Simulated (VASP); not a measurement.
AgCl: single point with PBE

AgCl:

```
CELL_PARAMETERS angstrom
9.03948 0.00000 0.00000
-4.51974 7.82842 0.00000
0.00000 0.00000 5.72250
ATOMIC_POSITIONS crystal
Ag 0.17388 0.33640 0.92744
Ag 0.31923 0.15766 0.41351
Ag 0.16492 0.83756 0.94332
Ag 0.34001 0.66814 0.44237
Ag 0.66538 0.33313 0.97302
Ag 0.82687 0.15679 0.42699
Ag 0.67928 0.83185 0.93530
Ag 0.82862 0.66254 0.44844
Cl 0.15786 0.32278 0.42900
Cl 0.32421 0.16548 0.92836
Cl 0.17949 0.87491 0.44711
Cl 0.33692 0.66865 0.97558
Cl 0.66484 0.33276 0.41086
Cl 0.83930 0.16912 0.93348
Cl 0.66282 0.85721 0.43806
Cl 0.84012 0.65754 0.91054
```

```yaml
Program: VASP 6.6.1
Task: single point
Functional: PBE
Potentials_or_basis: VASP PAW PBE potentials, release 64 (Ag, Cl)
Cutoff: 520 eV
k_mesh: 3 × 3 × 2
Occupations: fermi-dirac, width 0.146 eV
Spin: no spin polarisation
Dipole_correction: no
Further_INCAR_settings: LREAL = Auto; ALGO = Normal; EDIFF = 1e-06; NBANDS = 86
```

```json
{
 "Pressure": "2.4 GPa",
 "Largest force": "2.842 eV/Å",
 "Band gap on the k mesh": "1.12 eV (least direct gap 1.32 eV)"
}
```

Forces in eV/Å, atoms in the order of the input:
```
Ag  -0.197  0.116 -0.039
Ag   0.134  2.173 -0.063
Ag   0.226 -0.059  0.023
Ag  -0.304 -0.185  0.181
Ag  -0.032 -0.273 -0.568
Ag   0.031  1.021  0.052
Ag  -0.072  0.034  0.021
Ag   0.023  0.176 -0.187
Cl  -0.127  0.541  0.127
Cl   0.371  0.167 -0.110
Cl   0.072 -2.839  0.120
Cl  -0.046  0.093 -0.375
Cl  -0.098  0.128  0.653
Cl  -0.076 -0.041 -0.119
Cl   0.343 -1.236  0.073
Cl  -0.247  0.183  0.211
```

Stress tensor (GPa, compression positive):
```
 0.60  0.17  0.04
 0.17  4.21 -0.21
 0.04 -0.21  2.28
```

Levels at points of the mesh, in eV from the valence-band top:
```
           k point  band 70  band 71  band 72  band 73  band 74  band 75
(0.00, 0.00, 0.00)    -0.51    -0.23    -0.20     1.12     2.85     3.33
(0.00, 0.00, 0.50)    -0.22    -0.20    -0.05     3.12     3.17     4.27
```

Run time: 5.7 min on 1 thread of AMD EPYC 9R45 96-Core Processor (Zen 5), on a shared host, peak memory 0.59 GiB.

Caveat: the k points lie up to 0.55 Å⁻¹ apart; the atoms stand as in a frame of molecular dynamics; the structure was generated, so it needn't be the stable form of AgCl; forces of over 1 eV/Å act on the atoms, so gaps and moduli don't describe the material at rest. A k mesh can miss the band edges.
